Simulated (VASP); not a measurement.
Runs of VASP 6.6.1 on Mo. The structure is that of space group Im-3m (No. 229), or close to it. The cells are those of the table. 

```tsv
cell	gap on the mesh (eV)	pressure (GPa)
a = 2.673 Å, angles 109.5°, 1 atom	none	20.6
a = 2.755 Å, angles 109.5°, 1 atom	none	-6.5
a = 2.615 Å, angles 109.5°, 1 atom	none	47.5
a = 2.728 Å, angles 109.5°, 1 atom	none	(b)
a = 2.782 Å, angles 109.5°, 1 atom	none	(a)
a = 2.816 Å, angles 109.5°, 1 atom	none	-20.5
a = 2.725 Å, angles 109.5°, 1 atom	none	2.1
```

Alike in all rows: task single point; level r2SCAN; potentials or basis VASP PAW PBE potentials, release 64 (Mo_sv); no spin polarisation; k mesh 18 × 18 × 18; cutoff (eV) 520; smearing gaussian 0.1 eV.

Q: Estimate the missing entries.

A: (a) -13.1; (b) 1.1.

Caveats: the PAW data sets were made with another functional, which shifts forces and pressure a little; the cell stands under tension (at least some runs); the cell stands under pressure (at least some runs).

A k mesh can miss the band edges, and the runs leave out spin-orbit coupling on Mo.

A gap of «none» marks levels without a gap at the run's occupations.
